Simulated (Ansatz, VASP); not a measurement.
**One calculation of HRh8, two programs**

File INCAR:

```
  PREC = Accurate
  ENCUT = 520
  EDIFF = 1E-6
  ISMEAR = 0
  SIGMA = 0.1
  LREAL = F
  LASPH = T
  NELM = 100
  ALGO = Normal
  ISIF = 2
  LWAVE = F
  LCHARG = F
  LDIPOL = T
  IDIPOL = 3
  DIPOL = 0.5 0.5 0.310
  GGA = PE
  IVDW = 12
  NBANDS = 70
```

Contents of KPOINTS:

```
regular mesh
0
Gamma
  5 7 1
```

The input POSCAR:

```
HRh8
1.0
    5.3650160441      0.0000000000      0.0000000000
    0.0000000000      3.7936392259      0.0000000000
    0.0000000000      0.0000000000     21.2400770646
Rh H
8 1
Direct
    0.2500000000      0.5000000000      0.1883232338
    0.7500000000      0.5000000000      0.1883232338
    0.0000000000      0.0000000000      0.2514705570
    0.5000000000      0.0000000000      0.2514705570
    0.2500000000      0.5000000000      0.3153506346
    0.7500000000      0.5000000000      0.3153506346
    0.0000000000      0.0000000000      0.3738252475
    0.5000000000      0.0000000000      0.3738252475
    0.2500000000      0.3750000000      0.5291919154
```

Input for Ansatz:

```yaml
crystal:
  lattice:
    - [5.3650160441, 0.0, 0.0]
    - [0.0, 3.7936392259, 0.0]
    - [0.0, 0.0, 21.2400770646]
  atoms:
    - { symbol: Rh, position: [0.25, 0.5, 0.1883232338] }
    - { symbol: Rh, position: [0.75, 0.5, 0.1883232338] }
    - { symbol: Rh, position: [0.0, 0.0, 0.251470557] }
    - { symbol: Rh, position: [0.5, 0.0, 0.251470557] }
    - { symbol: Rh, position: [0.25, 0.5, 0.3153506346] }
    - { symbol: Rh, position: [0.75, 0.5, 0.3153506346] }
    - { symbol: Rh, position: [0.0, 0.0, 0.3738252475] }
    - { symbol: Rh, position: [0.5, 0.0, 0.3738252475] }
    - { symbol: H, position: [0.25, 0.375, 0.5291919154] }
basis:
  ecutwfc: 420
kpoints:
  mp_grid: { grid: [5, 7, 1] }
hamiltonian:
  xc: pbe
  pseudopotentials: { kind: paw, azcp: { folder: soft_1 } }
  dispersion: d3bj
scf:
  occupations: { method: gaussian, width: 0.1 }
output:
  forces: true
  eigenvalues: true
efield:
  axis: 3
  dipole_correction: true
  ramp_width: 0.04
```

Alike in both runs: task single point; functional PBE; dispersion D3(BJ); k mesh 5 × 7 × 1; occupations gaussian, width 0.1 eV; no spin polarisation.

|  | VASP | Ansatz |
| --- | --- | --- |
| version | VASP 6.6.1 | Ansatz 0.2.0 |
| potentials or method | VASP PAW PBE potentials, release 64 (Rh_pv, H), cutoff 520 eV | scalar-relativistic, plane waves, PAW |
| valence electrons in the cell | 121 | 137 |

```csv
,VASP,Ansatz,Ansatz less VASP
gap on the k mesh at the Fermi level (eV),none,none,-
rms of the force components (eV/Å),0.255,0.254,-0.0013
```

Atom by atom the forces differ by 0.002 eV/Å (rms over components). A gap of «none» marks a metal or a gap that the smearing closes. VASP's potentials hold 121 valence electrons a cell and Ansatz's 137, so a difference there can come from the potentials and not from the codes.
